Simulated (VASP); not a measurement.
The system is GaN.

```
CELL_PARAMETERS angstrom
5.95166 0.00000 0.00000
0.00000 3.38880 0.00000
0.00000 0.00000 3.20873
ATOMIC_POSITIONS crystal
Ga 0.75000 0.00000 0.35541
Ga 0.00000 0.50000 0.00000
Ga 0.25000 0.00000 0.64459
Ga 0.50000 0.50000 0.00000
N 0.75000 0.50000 0.64459
N 0.00000 0.00000 0.00000
N 0.25000 0.50000 0.35541
N 0.50000 0.00000 0.00000
```

* Program: VASP 6.6.1
* Task: relaxation of cell and atoms
* Functional: PBE
* Potentials or basis: VASP PAW PBE potentials, release 64 (Ga_d, N)
* Cutoff: 600 eV
* k mesh: 4 × 6 × 6
* Occupations: gaussian, width 0.1 eV
* Spin: no spin polarisation

At the start: pressure 106.8 GPa; volume 8.09 Å³/atom.

Question: Where does the relaxation end?

Answer: Over 19 steps the energy falls by 1083.0 meV/atom and the volume is 9.72 Å³/atom (+20.2 %); space group I4/mmm (No. 139, to 0.05 Å).

The path:
```
step  energy change (eV)  largest force (eV/Å)  pressure (GPa)  volume (Å³)
   1              0.0000                5.2941          106.82        64.72
   2             -0.6492                0.2716          -32.84       128.04
   3             -7.2270                1.0642           -9.79        89.09
   4             -7.2716                1.1774           -6.79        87.49
   5             -7.2797                1.2767           -4.55        86.41
   6             -7.6946                1.0193           -2.59        83.73
   7             -8.1854                0.7436            9.86        75.65
   8             -8.3918                0.5714            6.26        76.21
   9             -8.5194                0.1752            0.57        77.68
  10             -8.5563                0.1177            1.49        77.22
  11             -8.6391                0.1161            0.29        77.64
  12             -8.6595                0.1140           -0.65        78.00
  13             -8.6597                0.1141           -0.61        77.97
  14             -8.6617                0.1005           -0.01        77.76
  15             -8.6624                0.0875            0.57        77.56
  16             -8.6636                0.0650            0.20        77.69
  17             -8.6640                0.0445           -0.11        77.81
  18             -8.6640                0.0422           -0.13        77.83
  19             -8.6642                0.0297           -0.02        77.79
```

Final structure:
```
Ga N
1.0
     6.06185    0.00000    0.00000
     0.00000    4.23393    0.00000
     0.00000    0.00000    3.03089
Ga N
4 4
Direct
  0.75000 0.00000 0.49752
  0.00000 0.50000 0.00000
  0.25000 0.00000 0.50248
  0.50000 0.50000 0.00000
  0.75000 0.50000 0.49660
  0.00000 0.00000 0.00000
  0.25000 0.50000 0.50340
  0.50000 0.00000 0.00000
```

Caveat: the volume moved by over 15 % at a fixed basis, so the end points are rough.
